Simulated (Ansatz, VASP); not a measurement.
VSi2: VASP beside Ansatz

```xyz
9
Lattice="4.5657 0.0000 0.0000 -2.2828 3.9540 0.0000 0.0000 0.0000 6.3689" Properties=species:S:1:pos:R:3 pbc="T T T"
V    -1.1414    1.9770    1.0615
V     1.1414    1.9770    5.3074
V     2.2828    0.0000    3.1844
Si    2.2828    2.6665    3.1844
Si   -1.1678    3.3102    5.3074
Si    1.1678    3.3102    1.0615
Si    0.0000    1.2875    3.1844
Si    3.4506    0.6438    5.3074
Si    1.1150    0.6438    1.0615
```

Alike in both runs: functional PBE; k mesh 9 × 9 × 6; occupations gaussian, width 0.1 eV; no spin polarisation.

Ansatz relaxed the structure, and its values are those at the end. VASP's run is a single point on that final structure, the one shown.

```csv
,VASP,Ansatz
version,VASP 6.6.1,Ansatz 0.2.0
potentials or method,"VASP PAW PBE potentials, release 64 (V_sv, Si), cutoff 520 eV","scalar-relativistic, plane waves, PAW"
valence electrons in the cell,63,63
```

|  | VASP | Ansatz | Ansatz less VASP |
| --- | --- | --- | --- |
| gap on the k mesh at the Fermi level (eV) | none | none | - |
| pressure (GPa) | 0.0 | 0.0 | +0.02 |

A gap of «none» marks a metal or a gap that the smearing closes.
